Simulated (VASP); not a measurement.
# Mg32HO32 (a cell with a defect) in VASP: a series of runs, part 2 of 2

VASP 6.6.1. Earlier steps stand in the parts before.

### Step 3. Single point, PBE

Input file INCAR:

```
PREC = Accurate
ENCUT = 520
EDIFF = 1E-6
ISMEAR = -1
SIGMA = 0.05
LREAL = Auto
LASPH = T
NELM = 120
ALGO = Normal
ISIF = 2
LWAVE = F
LCHARG = F
GGA = PE
NBANDS = 166
NELECT = 256.0
ISYM = -1
GGA_COMPAT = F
```

Input file KPOINTS:

```
explicit points
1
Reciprocal
  0.25000000   0.25000000   0.25000000 1
```

Input file POSCAR:

```
Mg32HO32
1.0
    8.4288080000      0.0000000000      0.0000000000
    0.0000000000      8.4288080000      0.0000000000
    0.0000000000      0.0000000000      8.4288080000
O Mg H
32 32 1
Direct
    0.2513150000      0.9997060000      0.9997580000
    0.2513230000      0.9948050000      0.4993740000
    0.2513280000      0.4993270000      0.9948760000
    0.2528810000      0.4980180000      0.4980700000
    0.7510420000      0.9996510000      0.9996970000
    0.7510120000      0.9996710000      0.4994020000
    0.7510160000      0.4993560000      0.9997210000
    0.7557400000      0.4993370000      0.4993780000
    0.0016600000      0.2497200000      0.9996790000
    0.0020700000      0.2484100000      0.4998200000
    0.0019250000      0.7487630000      0.9985050000
    0.0042760000      0.7463740000      0.4984700000
    0.5001680000      0.2504980000      0.0003050000
    0.4959330000      0.2547180000      0.5001170000
    0.5009780000      0.7490660000      0.9996400000
    0.5022700000      0.7486520000      0.4998090000
    0.0016590000      0.9996240000      0.2497700000
    0.0019230000      0.9984620000      0.7488050000
    0.0020710000      0.4997800000      0.2484500000
    0.0042680000      0.4984270000      0.7464360000
    0.5001630000      0.0002560000      0.2505480000
    0.5009730000      0.9995950000      0.7491040000
    0.4959660000      0.5000800000      0.2547260000
    0.5022840000      0.4997750000      0.7487070000
    0.2507170000      0.2549420000      0.2549880000
    0.2509030000      0.2483650000      0.7487060000
    0.2509020000      0.7486530000      0.2484190000
    0.2522460000      0.7463770000      0.7464300000
    0.7504620000      0.2505060000      0.2505520000
    0.7510760000      0.2497110000      0.7491090000
    0.7510860000      0.7490730000      0.2497550000
    0.7522190000      0.7487590000      0.7488010000
    0.0003850000      0.9992160000      0.9992660000
    0.9988480000      0.9966130000      0.4992730000
    0.9988640000      0.4992280000      0.9966710000
    0.9957720000      0.4975850000      0.4976350000
    0.5019610000      0.9999980000      0.0000430000
    0.5031180000      0.9986850000      0.4996540000
    0.5031220000      0.4996110000      0.9987510000
    0.5223460000      0.5060120000      0.5060380000
    0.2510890000      0.2476050000      0.9987260000
    0.2445880000      0.2279360000      0.5061940000
    0.2514510000      0.7517990000      0.9966850000
    0.2530940000      0.7548810000      0.4976440000
    0.7506960000      0.2487430000      0.0000450000
    0.7519530000      0.2476030000      0.4996490000
    0.7514760000      0.7502900000      0.9992560000
    0.7539980000      0.7517580000      0.4992800000
    0.2510850000      0.9986600000      0.2476450000
    0.2514500000      0.9966290000      0.7518610000
    0.2446160000      0.5061450000      0.2280340000
    0.2530980000      0.4975880000      0.7549380000
    0.7506970000      0.0000010000      0.2487900000
    0.7514720000      0.9992120000      0.7503330000
    0.7519600000      0.4996080000      0.2476390000
    0.7539960000      0.4992360000      0.7518070000
    0.0007040000      0.2492280000      0.2492730000
    0.0003030000      0.2481690000      0.7504180000
    0.0003030000      0.7503670000      0.2482030000
    0.0019560000      0.7486930000      0.7487450000
    0.5002340000      0.2504880000      0.2505300000
    0.5014920000      0.2491980000      0.7500400000
    0.5015070000      0.7500000000      0.2492230000
    0.5025440000      0.7503670000      0.7504170000
    0.3199660000      0.4296960000      0.4298300000
```

Potentials or basis: VASP PAW PBE potentials, release 64 (O, Mg, H).

Started as:

```
$ cat potpaw_PBE.64/O/POTCAR potpaw_PBE.64/Mg/POTCAR potpaw_PBE.64/H/POTCAR > POTCAR
$ mpirun -np 1 vasp_std > vasp.out
```

OUTCAR:

```text
PREC = Accurate
   ENCUT = 520
   EDIFF = 1E-6
   ISMEAR = -1
   LREAL = Auto
   LASPH = T
   NELM = 120
   ISIF = 2
   GGA = PE
   NELECT = 256.0
   ISYM = -1

 ion  position               nearest neighbor table
   1  0.251  1.000  1.000-  49 2.09  41 2.09  50 2.09  43 2.09  37 2.11  33 2.12
   2  0.251  0.995  0.499-  42 1.97  44 2.02  49 2.12  38 2.12  34 2.13  50 2.13
   3  0.251  0.499  0.995-  51 1.97  52 2.02  41 2.12  39 2.12  35 2.13  43 2.13
   4  0.253  0.498  0.498-  65 0.99  44 2.17  52 2.17  36 2.17  40 2.27  51 2.28  42 2.28
   5  0.751  1.000  1.000-  37 2.10  45 2.10  53 2.10  33 2.10  47 2.10  54 2.10
   6  0.751  1.000  0.499-  34 2.09  38 2.09  48 2.09  46 2.09  53 2.11  54 2.12
   7  0.751  0.499  1.000-  35 2.09  39 2.09  55 2.09  56 2.09  45 2.11  47 2.12
   8  0.756  0.499  0.499-  40 1.97  36 2.02  46 2.12  55 2.12  48 2.13  56 2.13
   9  0.002  0.250  1.000-  58 2.10  41 2.10  35 2.10  57 2.10  33 2.11  45 2.12
  10  0.002  0.248  0.500-  42 2.05  36 2.10  46 2.11  57 2.11  58 2.11  34 2.12
[... 71 lines left out ...]
                            46 2.97  53 2.98  45 2.98  33 2.98  41 2.99  49 2.99  42 2.99  51 2.99
  58  0.000  0.248  0.750-  30 2.10   9 2.10  18 2.10  20 2.11  10 2.11  26 2.11  42 2.92  35 2.96
                            56 2.96  54 2.97  33 2.97  41 2.97  46 2.97  45 2.98  36 2.99  52 2.99
[... 254 lines left out ...]
      3     -13.5147      2.00000
      4     -13.5089      2.00000
      5     -13.3958      2.00000
      6     -13.1977      2.00000
[... 132 lines left out ...]
    139      11.7896      0.00000
    140      12.0360      0.00000
 [bands above 140 left out]

------------------------ aborting loop because EDIFF is reached ----------------------------------------

  FORCE on cell =-STRESS in cart. coord.  units (eV):
  Direction    XX          YY          ZZ          XY          YZ          ZX
  --------------------------------------------------------------------------------------
  -------------------------------------------------------------------------------------
  Total       10.4192891     10.4686558     10.4617072      1.2417136     -2.5991997      1.2329691
  in kB       27.8772664     28.0093492     27.9907579      3.3222595     -6.9542733      3.2988632
  external PRESSURE =      27.9591245 kB  Pullay stress =       0.0000000 kB

 VOLUME and BASIS-vectors are now :
 -----------------------------------------------------------------------------
  energy-cutoff  :      520.00
  volume of cell :      598.82
      direct lattice vectors                 reciprocal lattice vectors
     8.428808000  0.000000000  0.000000000     0.118640738  0.000000000  0.000000000
     0.000000000  8.428808000  0.000000000     0.000000000  0.118640738  0.000000000
     0.000000000  0.000000000  8.428808000     0.000000000  0.000000000  0.118640738

 POSITION                                       TOTAL-FORCE (eV/Angst)
 -----------------------------------------------------------------------------------
      2.11829      8.42633      8.42677         0.001623      0.000130      0.000155
      2.11835      8.38502      4.20913         0.000676     -0.006053     -0.001239
      2.11840      4.20873      8.38562         0.000491     -0.002532     -0.006708
      2.13149      4.19770      4.19814         0.027455     -0.036200     -0.035840
      6.33039      8.42587      8.42625         0.006118     -0.003163     -0.003394
      6.33014      8.42603      4.20936         0.003608     -0.000005      0.000436
[... 57 lines left out ...]
      4.23585      6.32470      6.32512        -0.002108      0.001879      0.001440
      2.69693      3.62183      3.62295        -0.067848      0.067238      0.066986
 -----------------------------------------------------------------------------------
    total drift:                                0.047793     -0.028223     -0.024204

  FREE ENERGIE OF THE ION-ELECTRON SYSTEM (eV)
  ---------------------------------------------------
  free  energy   TOTEN  =      -388.0338451382 eV

  energy  without entropy=     -388.0338451382  energy(sigma->0) =     -388.03384514
```

OSZICAR:

```text
N       E                     dE             d eps       ncg     rms          rms(c)
DAV:   1     0.147381377315E+04    0.14738E+04   -0.12850E+05   340   0.142E+03
DAV:   2    -0.321573678403E+03   -0.17954E+04   -0.17563E+04   408   0.304E+02
DAV:   3    -0.435860325512E+03   -0.11429E+03   -0.11374E+03   400   0.817E+01
DAV:   4    -0.437034250682E+03   -0.11739E+01   -0.11715E+01   392   0.915E+00
DAV:   5    -0.437049409062E+03   -0.15158E-01   -0.15144E-01   400   0.962E-01    0.406E+01
DAV:   6    -0.388274575657E+03    0.48775E+02   -0.23328E+02   384   0.343E+01    0.126E+01
DAV:   7    -0.388250118144E+03    0.24458E-01   -0.54524E+00   384   0.544E+00    0.799E+00
DAV:   8    -0.388080201517E+03    0.16992E+00   -0.12457E+00   376   0.415E+00    0.158E+00
DAV:   9    -0.388033134073E+03    0.47067E-01   -0.12844E-01   424   0.104E+00    0.707E-01
DAV:  10    -0.388033305216E+03   -0.17114E-03   -0.85231E-02   376   0.739E-01    0.302E-01
DAV:  11    -0.388034319174E+03   -0.10140E-02   -0.35507E-03   384   0.182E-01    0.237E-01
DAV:  12    -0.388033990977E+03    0.32820E-03   -0.34930E-03   440   0.206E-01    0.927E-02
DAV:  13    -0.388033865608E+03    0.12537E-03   -0.92131E-04   384   0.834E-02    0.412E-02
DAV:  14    -0.388033847660E+03    0.17948E-04   -0.19695E-04   384   0.421E-02    0.153E-02
DAV:  15    -0.388033846019E+03    0.16413E-05   -0.53232E-05   392   0.209E-02    0.806E-03
DAV:  16    -0.388033845138E+03    0.88054E-06   -0.73772E-06   368   0.720E-03
   1 F= -.38803385E+03 E0= -.38803385E+03  d E =-.663645E-10
```

Run time: 5 min. Hardware: 1 thread of Intel Xeon Platinum 8259CL at 2.50GHz (Skylake/Cascade Lake), shared host; peak memory 0.58 GiB.

Results:

* Free energy: -388.0338 eV
* Largest force: 0.117 eV/Å

Forces on the atoms (eV/Å):
```
O    0.002  0.000  0.000
O    0.001 -0.006 -0.001
O    0.000 -0.003 -0.007
O    0.027 -0.036 -0.036
O    0.006 -0.003 -0.003
O    0.004  0.000  0.000
O    0.004  0.001 -0.001
O    0.006 -0.001 -0.001
O    0.007 -0.003 -0.002
O    0.003  0.004 -0.001
O    0.000 -0.002 -0.004
O    0.003 -0.005  0.002
O   -0.002  0.006  0.007
O    0.016 -0.020  0.005
O    0.005 -0.006 -0.003
O   -0.005 -0.004  0.001
O    0.007 -0.001 -0.003
O    0.001 -0.004 -0.001
O    0.003 -0.001  0.005
O    0.004  0.002 -0.006
O   -0.001  0.007  0.006
O    0.004 -0.003 -0.006
O    0.015  0.005 -0.018
O   -0.006  0.001 -0.004
O   -0.006 -0.020 -0.020
O    0.002  0.005 -0.005
O    0.002 -0.004  0.004
O   -0.003 -0.006 -0.005
O    0.000  0.006  0.008
O    0.006 -0.003 -0.007
O    0.005 -0.007 -0.003
O    0.002 -0.002 -0.001
Mg  -0.002  0.002  0.002
Mg   0.004  0.006  0.000
Mg   0.003  0.000  0.006
Mg  -0.006  0.003  0.002
Mg  -0.001  0.002  0.002
Mg  -0.007  0.006 -0.001
Mg  -0.007 -0.001  0.005
Mg   0.008 -0.006 -0.005
Mg   0.000  0.006  0.004
Mg   0.011 -0.003 -0.006
Mg   0.000 -0.004  0.006
Mg  -0.001  0.005  0.000
Mg  -0.003  0.001  0.001
Mg  -0.006  0.006 -0.001
Mg  -0.004  0.000  0.003
Mg  -0.006 -0.003  0.000
Mg   0.000  0.004  0.006
Mg   0.000  0.006 -0.004
Mg   0.010 -0.006 -0.004
Mg  -0.001  0.001  0.005
Mg  -0.003  0.002  0.000
Mg  -0.005  0.003  0.000
Mg  -0.007 -0.001  0.006
Mg  -0.006  0.000 -0.003
Mg  -0.009 -0.003 -0.003
Mg  -0.003  0.000  0.003
Mg  -0.003  0.003  0.001
Mg  -0.006  0.005  0.005
Mg   0.008 -0.006 -0.006
Mg   0.000 -0.001  0.006
Mg  -0.001  0.006  0.000
Mg  -0.002  0.002  0.001
H   -0.068  0.067  0.067
```

Levels at points of the mesh, in eV from the Fermi level:
```csv
k point,band 126,band 127,band 128,band 129,band 130,band 131
"(0.25, 0.25, 0.25)",-1.54,-1.26,-1.25,4.32,5.52,6.06
```

Caveat: the cell carries a net charge on a neutralising background, which shifts energy and pressure; the cell is charged against a uniform background, so pressure and absolute levels hang on convention.

### Step 4. Single point, r2SCAN

POSCAR is that of step 3.

Input file INCAR.step1:

```
PREC = Accurate
ENCUT = 580
ISMEAR = -1
SIGMA = 0.05
LREAL = Auto
LASPH = T
NELM = 120
NBANDS = 166
NELECT = 256.0
ISYM = -1
GGA = PE
ALGO = Normal
EDIFF = 1E-5
LWAVE = T
LCHARG = F
GGA_COMPAT = F
```

Input file INCAR.step2:

```
PREC = Accurate
ENCUT = 580
EDIFF = 1E-6
ISMEAR = -1
SIGMA = 0.05
LREAL = Auto
LASPH = T
NELM = 120
ALGO = Normal
ISIF = 2
LWAVE = F
LCHARG = F
METAGGA = R2SCAN
LMIXTAU = T
NBANDS = 166
NELECT = 256.0
ISYM = -1
ISTART = 1
GGA_COMPAT = F
```

KPOINTS is that of step 3.

Started as:

```
$ cat potpaw_PBE.64/O/POTCAR potpaw_PBE.64/Mg/POTCAR potpaw_PBE.64/H/POTCAR > POTCAR
$ cp INCAR.step1 INCAR
$ mpirun -np 1 vasp_std > vasp.out
$ cp INCAR.step2 INCAR
$ mpirun -np 1 vasp_std > vasp.out
```

Run time: 17 min. Hardware: 1 thread of Intel Xeon Platinum 8259CL at 2.50GHz (Skylake/Cascade Lake), shared host; peak memory 0.83 GiB.

Results (log left out):

```yaml
Free_energy: -524.1903 eV
Largest_force: 0.577 eV/Å
```

Forces on the atoms (eV/Å):
```
O   -0.002 -0.005 -0.005
O   -0.003  0.022  0.002
O   -0.002  0.002  0.021
O    0.284 -0.294 -0.294
O    0.004 -0.002 -0.002
O    0.007 -0.005  0.001
O    0.008  0.002 -0.006
O   -0.018  0.003  0.003
O    0.002  0.001 -0.007
O    0.017  0.003  0.001
O   -0.001  0.000  0.000
O    0.002  0.002  0.003
O   -0.001 -0.002 -0.002
O    0.032 -0.031  0.004
O   -0.002 -0.003 -0.006
O   -0.001 -0.017  0.001
O    0.001 -0.006  0.000
O   -0.001  0.000  0.000
O    0.018  0.001  0.004
O    0.003  0.002  0.002
O   -0.001 -0.002 -0.002
O   -0.002 -0.006 -0.003
O    0.031  0.004 -0.029
O   -0.002  0.000 -0.018
O   -0.005 -0.032 -0.030
O   -0.003  0.004 -0.016
O   -0.002 -0.016  0.004
O   -0.001  0.001  0.002
O   -0.001 -0.002 -0.002
O    0.005 -0.001 -0.003
O    0.005 -0.003  0.000
O    0.000  0.001  0.001
Mg  -0.005  0.012  0.013
Mg   0.009  0.009  0.002
Mg   0.007  0.002  0.010
Mg  -0.034  0.017  0.018
Mg  -0.018  0.000  0.000
Mg  -0.015 -0.005 -0.002
Mg  -0.015 -0.002 -0.006
Mg   0.033 -0.013 -0.012
Mg   0.000  0.008 -0.009
Mg   0.017 -0.015 -0.009
Mg  -0.005 -0.010  0.005
Mg  -0.003  0.037  0.015
Mg  -0.002  0.001  0.000
Mg   0.006  0.009 -0.002
Mg  -0.008 -0.001  0.005
Mg   0.005 -0.008  0.002
Mg   0.000 -0.009  0.009
Mg  -0.004  0.004 -0.012
Mg   0.017 -0.010 -0.018
Mg  -0.003  0.016  0.037
Mg  -0.003 -0.001  0.000
Mg  -0.008  0.005 -0.001
Mg   0.006 -0.001  0.010
Mg   0.004  0.005 -0.010
Mg  -0.007 -0.003 -0.004
Mg  -0.003  0.005  0.000
Mg  -0.002  0.000  0.007
Mg  -0.010  0.008  0.007
Mg   0.014 -0.013 -0.013
Mg  -0.004 -0.001  0.002
Mg  -0.004  0.002  0.000
Mg  -0.006 -0.003 -0.002
H   -0.329  0.336  0.335
```

Levels at points of the mesh, in eV from the Fermi level:
```
           k point  band 126  band 127  band 128  band 129  band 130  band 131
(0.25, 0.25, 0.25)     -1.52     -1.23     -1.22      5.19      6.36      6.99
```

Caveat: the cell carries a net charge on a neutralising background, which shifts energy and pressure; the cell is charged against a uniform background, so pressure and absolute levels hang on convention; the PAW data sets were made with another functional, which shifts forces and pressure a little.
